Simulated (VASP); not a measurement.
Set up this calculation in VASP 6.6.1, as the native input.

* Task: single point
* Functional: PBEsol
* Potentials or basis: VASP PAW PBE potentials, release 64 (W_sv, S)
* Cutoff: 520 eV
* k mesh: 12 × 12 × 2
* Occupations: gaussian, width 0.05 eV
* Spin: no spin polarisation
* Dipole correction: no
* Further INCAR settings: ALGO = Normal; EDIFF = 1e-06; NBANDS = 35

The structure of WS2 lies in POSCAR:

```
WS2
1.0
    3.0892743692      0.0000000000      0.0000000000
   -1.5446371846      2.6753900830      0.0000000000
    0.0000000000      0.0000000000     12.4667665245
W S
2 4
Direct
    0.3333333333      0.6666666667      0.2500000000
    0.6666666667      0.3333333333      0.7500000000
    0.3333333333      0.6666666667      0.6331095153
    0.6666666667      0.3333333333      0.1331095153
    0.3333333333      0.6666666667      0.8668904847
    0.6666666667      0.3333333333      0.3668904847
```

The input as run:

INCAR

```
  PREC = Accurate
  ENCUT = 520
  EDIFF = 1E-6
  ISMEAR = 0
  SIGMA = 0.05
  LREAL = False
  LASPH = True
  NELM = 100
  ALGO = Normal
  ISIF = 2
  LWAVE = False
  LCHARG = False
  GGA = PS
  NBANDS = 35
```

KPOINTS

```
Automatic mesh
0
Gamma
  12 12 2
```

Potentials or basis: VASP PAW PBE potentials, release 64 (W_sv, S).

Run with:

```sh
$ cat potpaw_PBE.64/W_sv/POTCAR potpaw_PBE.64/S/POTCAR > POTCAR
$ mpirun -np 1 vasp_std > vasp.out
```

Results of the run:

- Pressure: 22.0 GPa
- Largest force: 3.241 eV/Å
- Band gap on the k mesh: 0.79 eV, indirect (least direct gap 1.75 eV)

Caveat: the PAW data sets were made with another functional, which shifts forces and pressure a little; spin-orbit coupling is left out, which moves the levels of the heavy elements; this functional lacks dispersion, which binds the layers, so the pressure and a relaxed spacing across them are unreliable.

Wall time 100 s on 1 thread of Intel(R) Xeon(R) Platinum 8488C (Sapphire Rapids), on a shared host, peak memory 0.27 GiB.
